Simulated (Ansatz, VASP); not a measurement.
## BaTiO3: VASP beside Ansatz

The input INCAR:

```
ALGO = Normal
EDIFF = 1E-6
ENCUT = 600
GGA = RP
GGA_COMPAT = False
ISIF = 2
ISMEAR = -1
LASPH = True
LCHARG = True
LELF = True
LREAL = False
LVHAR = True
LWAVE = False
NBANDS = 28
NELM = 120
PREC = Accurate
SIGMA = 0.05
```

Contents of KPOINTS:

```
k-points
0
Gamma
  7 6 7
```

The input POSCAR:

```
BaTiO3
1.0
    3.7288979900     -0.4219254500      0.0223674800
   -0.2844733300      3.2754742700      3.1100811900
    0.3164270400     -2.7537071700      2.5899183700
Ba Ti O
1 1 3
Direct
    0.0036372600      0.9972694200      0.9985015400
    0.5002452300      0.5116078500      0.5101821300
    0.9983542100      0.4928168200      0.4950359800
    0.4999067000      0.5015397800      0.9945381500
    0.4978566000      0.9929861300      0.4979621900
```

File input.yaml:

```yaml
crystal:
  lattice:
    - [3.72889799, -0.42192545, 0.02236748]
    - [-0.28447333, 3.27547427, 3.11008119]
    - [0.31642704, -2.75370717, 2.58991837]
  atoms:
    - { symbol: Ba, position: [0.00363726, 0.99726942, 0.99850154] }
    - { symbol: Ti, position: [0.50024523, 0.51160785, 0.51018213] }
    - { symbol: O, position: [0.99835421, 0.49281682, 0.49503598] }
    - { symbol: O, position: [0.4999067, 0.50153978, 0.99453815] }
    - { symbol: O, position: [0.4978566, 0.99298613, 0.49796219] }
hamiltonian:
  xc: rpbe
  pseudopotentials: { kind: paw }
kpoints:
  mp_grid: { grid: [7, 6, 7] }
  band_path:
    path:
      - [[0.0, 0.0, 0.5], [0.0, 0.0, 0.0], [0.0, -0.5, 0.0]]
      - [[0.0, -0.5, 0.5], [0.0, 0.0, 0.0], [0.5, 0.0, 0.0]]
      - [[0.5, 0.0, 0.5], [0.0, 0.0, 0.0], [0.5, -0.5, 0.0]]
      - [[0.5, -0.5, 0.5], [0.0, 0.0, 0.0]]
    npoints: 14
scf:
  occupations: { method: fermi_dirac, width: 0.05 }
  n_extra_bands: 12
output:
  forces: true
  stress: true
  eigenvalues: true
  fatbands: false
  write_density: true
  write_potential: true
  elf: true
  volumetric_format: npy
```

Alike in both runs: functional RPBE; k mesh 7 × 6 × 7; occupations fermi-dirac, width 0.05 eV; no spin polarisation.

```csv
,VASP,Ansatz
version,VASP 6.6.1,Ansatz 0.2.0
potentials or method,"VASP PAW PBE potentials, release 64 (Ba_sv, Ti_sv, O)",Ansatz PAW
plane-wave cutoff (eV),600,420
valence electrons in the cell,40,40
task,single point,band structure
```

Ansatz gave:

```
gap on the k mesh at the Fermi level (eV)                     : 0.66
least direct gap on the mesh (eV)                             : 0.74
pressure (GPa)                                                : 21.7
traceless stress, the component that is largest in VASP (GPa) : 26.01
rms of the force components (eV/Å)                            : 0.262
```

Problem. Which values does VASP return?

Solution. gap on the k mesh at the Fermi level (eV): 0.57; least direct gap on the mesh (eV): 0.68; pressure (GPa): 24.1; traceless stress, the component that is largest in VASP (GPa): 27.55; rms of the force components (eV/Å): 0.273.

VASP's potentials were made for PBE, not for RPBE. Atom by atom the forces differ by 0.015 eV/Å (rms over components).

Spin-orbit coupling is off throughout.
